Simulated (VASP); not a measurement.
# Al16As15 (a cell with a defect) in VASP: further runs

Al16As15 (a cell with a defect) is run at these levels: PBE; tasks: single point, relaxation of the atoms.

Program: VASP 6.6.1. These are calculated values, not measurements. Logs are shortened: lines on timing, memory, paths and dates and some standing lists are left out, and cuts for length are marked.

## (1) The cell of the first run

The cell holds a defect, 31 atoms: a = 9.921 Å, b = 9.921 Å, c = 9.921 Å, α = 109.47°, β = 109.47°, γ = 109.47°.

## (2) Single point, PBE, collinear spin (atoms taken out, then relaxed in part)

INCAR reads:

```
SYSTEM = Al16As15
PREC = Accurate
ENCUT = 400
EDIFF = 1E-6
ISMEAR = 0
SIGMA = 0.01
LREAL = Auto
LASPH = .True.
NELM = 200
ALGO = Normal
ISIF = 2
LWAVE = .False.
LCHARG = .False.
ISPIN = 2
MAGMOM = 0.25 0 0 0.25 0 0.25 0 0 0 0 0 0 0.25 0 0 0 0 0 0 0 0 0 0 0 0 0 0 0 0 0 0
LORBIT = 11
GGA = PE
NELECT = 121.0
NBANDS = 86
GGA_COMPAT = .False.
```

KPOINTS reads:

```
Automatic mesh
0
Gamma
  2 2 2
  0.5 0.5 0.5
```

POSCAR reads:

```
Al16As15
1.0
   -5.7279123634      5.7279123634      5.7279123634
    5.7279123634     -5.7279123634      5.7279123634
    5.7279123634      5.7279123634     -5.7279123634
Al As
16 15
Direct
    0.4729371963      0.0000000000      0.5000000000
    0.4979242699      0.2484562783      0.2479242699
    0.5015437217      0.4994679916     -0.0005320084
    0.7500000000      0.7229371963      0.5000000000
    0.4979242699      0.7479242699      0.7484562783
    0.7500000000      0.0000000000      0.2229371963
    0.7500000000      0.2520757301      0.0005320084
    0.0020757301      0.5005320084      0.5000000000
    0.7500000000      0.5005320084      0.7520757301
   -0.0015437217      0.7479242699      0.2479242699
    0.0020757301      0.0000000000      0.0005320084
    0.2505320084      0.2520757301      0.5000000000
    0.0270628037      0.2770628037      0.7770628037
    0.2494679916      0.4994679916      0.2515437217
    0.2494679916      0.7515437217     -0.0005320084
    0.2505320084      0.0000000000      0.7520757301
    0.7500000000      0.2536126331      0.2522031923
    0.7500000000      0.5000000000      0.0000000000
    0.0036126331      0.7522031923      0.5000000000
    0.7500000000      0.7522031923      0.7536126331
    0.0036126331      0.0000000000      0.2522031923
   -0.0022031923      0.2477968077      0.0014094408
    0.2500000000      0.5000000000      0.5000000000
   -0.0022031923      0.5014094408      0.7477968077
    0.2485905592      0.7463873669      0.2463873669
    0.2500000000      0.0000000000      0.0000000000
    0.5022031923      0.2536126331      0.5000000000
    0.2514094408      0.2477968077      0.7477968077
    0.4963873669      0.4985905592      0.2463873669
    0.4963873669      0.7463873669     -0.0014094408
    0.5022031923      0.0000000000      0.7536126331
```

Potentials or basis: VASP PAW PBE potentials, release 64 (Al, As).

Command:

```
$ cat potpaw_PBE.64/Al/POTCAR potpaw_PBE.64/As/POTCAR > POTCAR
$ mpirun -np 1 vasp_std > vasp.out
```

OUTCAR:

```text
SYSTEM = Al16As15
   PREC = Accurate
   ENCUT = 400
   EDIFF = 1E-6
   ISMEAR = 0
   LREAL = Auto
   LASPH = .True.
   NELM = 200
   ISIF = 2
   ISPIN = 2
   LORBIT = 11
   GGA = PE
   NELECT = 121.0

 ion  position               nearest neighbor table
   1  0.473  0.000  0.500-  27 2.43  31 2.43  25 2.43
   2  0.498  0.248  0.248-  26 2.46  17 2.47  27 2.47  29 2.49
   3  0.502  0.499  0.999-  18 2.46  29 2.47  30 2.47  28 2.49
   4  0.750  0.723  0.500-  19 2.43  20 2.43  29 2.43
   5  0.498  0.748  0.748-  23 2.46  20 2.47  31 2.47  30 2.49
   6  0.750  0.000  0.223-  17 2.43  21 2.43  30 2.43
   7  0.750  0.252  0.001-  18 2.46  22 2.47  31 2.47  17 2.49
   8  0.002  0.501  0.500-  23 2.46  24 2.47  17 2.47  19 2.49
   9  0.750  0.501  0.752-  18 2.46  24 2.47  27 2.47  20 2.49
  10  0.998  0.748  0.248-  18 2.46  19 2.47  21 2.47  25 2.49
  11  0.002  0.000  0.001-  26 2.46  22 2.47  20 2.47  21 2.49
  12  0.251  0.252  0.500-  23 2.46  28 2.47  21 2.47  27 2.49
  13  0.027  0.277  0.777-  22 2.43  24 2.43  28 2.43
  14  0.249  0.499  0.252-  23 2.46  25 2.47  29 2.47  22 2.49
  15  0.249  0.752  0.999-  26 2.46  25 2.47  30 2.47  24 2.49
  16  0.251  0.000  0.752-  26 2.46  28 2.47  19 2.47  31 2.49
  17  0.750  0.254  0.252-   6 2.43   2 2.47   8 2.47   7 2.49
  18  0.750  0.500  0.000-   3 2.46   7 2.46   9 2.46  10 2.46
  19  0.004  0.752  0.500-   4 2.43  10 2.47  16 2.47   8 2.49
[... 10 lines left out ...]
  30  0.496  0.746  0.999-   6 2.43   3 2.47  15 2.47   5 2.49
  31  0.502  0.000  0.754-   1 2.43   5 2.47   7 2.47  16 2.49

  LATTYP: Found a body centered cubic cell.
 ALAT       =    11.4558247268

  Lattice vectors:

 A1 = (  -5.7279123634,   5.7279123634,   5.7279123634)
 A2 = (   5.7279123634,  -5.7279123634,   5.7279123634)
 A3 = (   5.7279123634,   5.7279123634,  -5.7279123634)

Analysis of symmetry for initial positions (statically):
=====================================================================
 Subroutine PRICEL returns:
 Original cell was already a primitive cell.

 Routine SETGRP: Setting up the symmetry group for a
 body centered cubic supercell.

 Subroutine GETGRP returns: Found 24 space group operations
 (whereof  2 operations were pure point group operations)
 out of a pool of 48 trial point group operations.

The static configuration has the point symmetry C_1h.
 The point group associated with its full space group is T_d .

Analysis of symmetry for dynamics (positions and initial velocities):
=====================================================================
 Subroutine PRICEL returns:
 Original cell was already a primitive cell.

 Routine SETGRP: Setting up the symmetry group for a
 body centered cubic supercell.

 Subroutine GETGRP returns: Found 24 space group operations
 (whereof  2 operations were pure point group operations)
 out of a pool of 48 trial point group operations.

The dynamic configuration has the point symmetry C_1h.
 The point group associated with its full space group is T_d .

Analysis of structural, dynamic, and magnetic symmetry:
=====================================================================
 Subroutine PRICEL returns:
 Original cell was already a primitive cell.

 Routine SETGRP: Setting up the symmetry group for a
 body centered cubic supercell.

 Subroutine GETGRP returns: Found 24 space group operations
 (whereof  2 operations were pure point group operations)
 out of a pool of 48 trial point group operations.

The overall configuration has the point symmetry C_1h.
 The point group associated with its full space group is T_d .

 Subroutine INISYM returns: Found 24 space group operations
 (whereof  2 operations are pure point group operations),
 and found     1 'primitive' translations

----------------------------------------------------------------------------------------

                                     Primitive cell

  volume of cell :     751.7078

  direct lattice vectors                    reciprocal lattice vectors
    -5.727912363  5.727912363  5.727912363     0.000000000  0.087291838  0.087291838
     5.727912363 -5.727912363  5.727912363     0.087291838  0.000000000  0.087291838
     5.727912363  5.727912363 -5.727912363     0.087291838  0.087291838  0.000000000

  length of vectors
     9.921035235  9.921035235  9.921035235     0.123449302  0.123449302  0.123449302

  position of ions in fractional coordinates (direct lattice)
     0.472937196  0.000000000  0.500000000
     0.497924270  0.248456278  0.247924270
[... 102 lines left out ...]
 SYSTEM =  Al16As15
   PREC   = accura    normal or accurate (medium, high low for compatibility)
   ISTART =      0    job   : 0-new  1-cont  2-samecut
   ICHARG =      2    charge: 1-file 2-atom 10-const
   ISPIN  =      2    spin polarized calculation?
   LNONCOLLINEAR =      F non collinear calculations
   LSORBIT =      F    spin-orbit coupling
   LASPH  =      T    aspherical Exc in radial PAW
   ENCUT  =  400.0 eV  29.40 Ry    5.42 a.u.  16.18 16.18 16.18*2*pi/ulx,y,z
   NELM   =    200;   NELMIN=  2; NELMDL= -5     # of ELM steps
   EDIFF  = 0.1E-05   stopping-criterion for ELM
   LREAL  =      T    real-space projection
   EDIFFG = 0.1E-04   stopping-criterion for IOM
   NSW    =      0    number of steps for IOM
   IBRION =     -1    ionic relax: 0-MD 1-quasi-New 2-CG
   NFREE  =      0    steps in history (QN), initial steepest desc. (CG)
   ISIF   =      2    stress and relaxation
   ISYM   =      2    0-nonsym 1-usesym 2-fastsym
   POTIM  = 0.5000    time-step for ionic-motion
   TEBEG  =    0.0;   TEEND  =   0.0 temperature during run
   PSTRESS=    0.0 pullay stress
   NELECT =     121.0000    total number of electrons
   NUPDOWN=      -1.0000    fix difference up-down
   EMIN   =  10.00;   EMAX   =-10.00  energy-range for DOS
   EFERMI =   0.00;   METHOD = LEGACY
   ISMEAR =     0;   SIGMA  =   0.01  broadening in eV -4-tet -1-fermi 0-gaus
   EFERMI_NEDOS =   21; number of points for ismear=-14 and -15
   IALGO  =     38    algorithm
   IMIX   =      4    mixing-type and parameters
     AMIX     =   0.40;   BMIX     =  1.00
     AMIX_MAG =   1.60;   BMIX_MAG =  1.00
  volume/ion in A,a.u.               =      24.25       163.64
  Fermi-wavevector in a.u.,A,eV,Ry     =   0.890540  1.682877 10.790265  0.793062
  Thomas-Fermi vector in A             =   2.012244
   LORBIT       =     11    0 simple, 1 ext, 2 COOP (PROOUT), +10 PAW based schemes
   GGA     = PE    functional components
   LHFCALC =     F    Hartree Fock is set to
   AEXX    =    0.0000 exact exchange contribution
   IVDW    =     0    specifies the selected vdW correction
   LEPSILON=     F    determine dielectric tensor
   LRPA    =     F    only Hartree local field effects (RPA)
 spin polarized calculation
 Gauss-broadening in eV      SIGMA  =   0.01
  energy-cutoff  :      400.00
  volume of cell :      751.71
 maximum number of plane-waves:     13700
 NGX is ok and might be reduce to    70
   NGX = 33   NGY = 33   NGZ = 33

 number of electron     121.0000000 magnetization       0.5065061

 Free energy of the ion-electron system (eV)
  ---------------------------------------------------
  ext. energy  EPLUGINS =         0.00000000
  ---------------------------------------------------
  free energy    TOTEN  =      -149.54751225 eV

  energy without entropy =     -149.54551544  energy(sigma->0) =     -149.54651384

 E-fermi :   3.9326     XC(G=0):  -8.6826

 val. band max:        3.9294670576   @ k =  -0.2500   0.2500   0.2500
 cond. band min:       4.2126207221   @ k =  -0.2500   0.2500   0.2500
 fundamental gap:      0.2831536645
 Fermi energy:         3.9326394756

 spin component 1

 k-point     1 :       0.2500    0.2500    0.2500
  band No.  band energies     occupation
      1      -7.7944      1.00000
      2      -7.7944      1.00000
      3      -7.7944      1.00000
      4      -7.6030      1.00000
      5      -6.8057      1.00000
      6      -6.8057      1.00000
[... 139 lines left out ...]
     71       6.4279      0.00000
     72       6.7675      0.00000
 Fermi energy:         3.9326394756

 spin component 2

 k-point     1 :       0.2500    0.2500    0.2500
  band No.  band energies     occupation
      1      -7.7889      1.00000
      2      -7.7889      1.00000
      3      -7.7889      1.00000
      4      -7.5967      1.00000
      5      -6.8020      1.00000
      6      -6.8020      1.00000
[... 139 lines left out ...]
     71       6.4397      0.00000
     72       6.7776      0.00000
 [bands above 72 left out]

------------------------ aborting loop because EDIFF is reached ----------------------------------------

  FORCE on cell =-STRESS in cart. coord.  units (eV):
  Direction    XX          YY          ZZ          XY          YZ          ZX
  --------------------------------------------------------------------------------------
  -------------------------------------------------------------------------------------
  Total      -12.7815745    -12.7815745    -12.7815745      0.0000000      0.0000000     -0.0000000
  in kB      -27.2424305    -27.2424305    -27.2424305      0.0000000      0.0000000     -0.0000000
  external PRESSURE =     -27.2424305 kB  Pullay stress =       0.0000000 kB

 VOLUME and BASIS-vectors are now :
 -----------------------------------------------------------------------------
  energy-cutoff  :      400.00
  volume of cell :      751.71
      direct lattice vectors                 reciprocal lattice vectors
    -5.727912363  5.727912363  5.727912363     0.000000000  0.087291838  0.087291838
     5.727912363 -5.727912363  5.727912363     0.087291838  0.000000000  0.087291838
     5.727912363  5.727912363 -5.727912363     0.087291838  0.087291838  0.000000000

 POSITION                                       TOTAL-FORCE (eV/Angst)
 -----------------------------------------------------------------------------------
      0.15501      5.57290     -0.15501        -0.010426      0.010426      0.010426
     -0.00884      2.84902      2.85511         0.001420      0.003077      0.001420
      5.71298      5.73675      0.00884         0.003077     -0.001420     -0.001420
      2.70894      3.01897      5.57290         0.010426     -0.010426      0.010426
      5.71907      2.85511      2.84902         0.001420      0.001420      0.003077
     -3.01897      5.57290      3.01897         0.010426      0.010426     -0.010426
[... 23 lines left out ...]
      7.15182      4.28786      1.39867        -0.002569     -0.002569     -0.010858
      1.44005      7.19320     -1.44005         0.002569      0.010858     -0.002569
 -----------------------------------------------------------------------------------
    total drift:                                0.000005      0.000005      0.000006

  FREE ENERGIE OF THE ION-ELECTRON SYSTEM (eV)
  ---------------------------------------------------
  free  energy   TOTEN  =      -149.5475122482 eV

  energy  without entropy=     -149.5455154361  energy(sigma->0) =     -149.54651384

 total charge

# of ion       s       p       d       tot
------------------------------------------
    1        0.429   0.318   0.000   0.747
    2        0.400   0.351   0.000   0.751
    3        0.400   0.351   0.000   0.751
    4        0.429   0.318   0.000   0.747
    5        0.400   0.351   0.000   0.751
    6        0.429   0.318   0.000   0.747
[... 23 lines left out ...]
   30        1.195   1.643   0.024   2.862
   31        1.195   1.643   0.024   2.862
--------------------------------------------------
tot         24.438  30.160   0.353  54.951

 magnetization (x)

# of ion       s       p       d       tot
------------------------------------------
    1        0.002   0.011   0.000   0.013
    2        0.000   0.001   0.000   0.001
    3        0.000   0.001   0.000   0.001
    4        0.002   0.011   0.000   0.013
    5        0.000   0.001   0.000   0.001
    6        0.002   0.011   0.000   0.013
[... 23 lines left out ...]
   30        0.000   0.002   0.000   0.002
   31        0.000   0.002   0.000   0.002
--------------------------------------------------
tot          0.012   0.085   0.005   0.102
```

Run time: 16 min. Hardware: 1 thread of Intel Xeon 8259CL, shared host; peak memory 0.97 GiB.

Results:

* Free energy: -149.5475 eV
* Largest force: 0.018 eV/Å
* Net moment: 0.51 μB per cell
* Valence electrons inside the program's atomic spheres: Al 0.75; As 2.86, 2.87 (each value once)

Forces on the atoms (eV/Å):
```
Al  -0.010  0.010  0.010
Al   0.001  0.003  0.001
Al   0.003 -0.001 -0.001
Al   0.010 -0.010  0.010
Al   0.001  0.001  0.003
Al   0.010  0.010 -0.010
Al  -0.003  0.001 -0.001
Al   0.001 -0.001 -0.003
Al  -0.003 -0.001  0.001
Al   0.003  0.001  0.001
Al   0.001 -0.003 -0.001
Al  -0.001  0.001 -0.003
Al  -0.010 -0.010 -0.010
Al  -0.001 -0.001  0.003
Al  -0.001  0.003 -0.001
Al  -0.001 -0.003  0.001
As   0.011 -0.003  0.003
As   0.000  0.000  0.000
As  -0.003  0.003  0.011
As   0.011  0.003 -0.003
As  -0.003  0.011  0.003
As   0.003  0.003 -0.011
As   0.000  0.000  0.000
As   0.003 -0.011  0.003
As  -0.011 -0.003 -0.003
As   0.000  0.000  0.000
As   0.003 -0.003  0.011
As  -0.011  0.003  0.003
As  -0.003 -0.011 -0.003
As  -0.003 -0.003 -0.011
As   0.003  0.011 -0.003
```

Caveat: the k points lie up to 0.39 Å⁻¹ apart; the cell carries a net charge on a neutralising background, which shifts energy and pressure; the cell differs from its parent crystal (atoms taken out, then relaxed in part); the cell is charged against a uniform background, so pressure and absolute levels hang on convention.

(Continued in part 2 of 3.)
